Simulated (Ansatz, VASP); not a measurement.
One calculation of Pt, two programs

```
Pt
1.0
     0.00000    1.94698    1.94698
     1.94698    0.00000    1.94698
     1.94698    1.94698    0.00000
Pt
1
Cartesian
  0.0000 0.0000 0.0000
```

Alike in both runs: functional LDA; k mesh 18 × 18 × 18; occupations fermi-dirac, width 0.05 eV; no spin polarisation.

Ansatz relaxed the structure, and its values are those at the end. VASP's run is a single point on that final structure, the one shown.

|  | VASP | Ansatz |
| --- | --- | --- |
| version | VASP 6.6.1 | Ansatz 0.2.0 |
| potentials or method | VASP PAW LDA potentials, release 64 (Pt) | PAW with Ansatz's default frozen-core files, scalar-relativistic |
| plane-wave cutoff (eV) | 520 | 420 |
| valence electrons in the cell | 10 | 18 |

Ansatz gave:

| Item | Value |
| --- | --- |
| pressure (GPa) | 0.0 |

Task: Estimate VASP's values.

Result: Pressure (GPa): 0.8.

LDA's correlation is that of Perdew and Zunger in VASP and of Perdew and Wang (1992) in Ansatz. VASP's potentials hold 10 valence electrons a cell and Ansatz's 18, so a difference there can come from the potentials and not from the codes.

Neither program's run includes spin-orbit coupling.
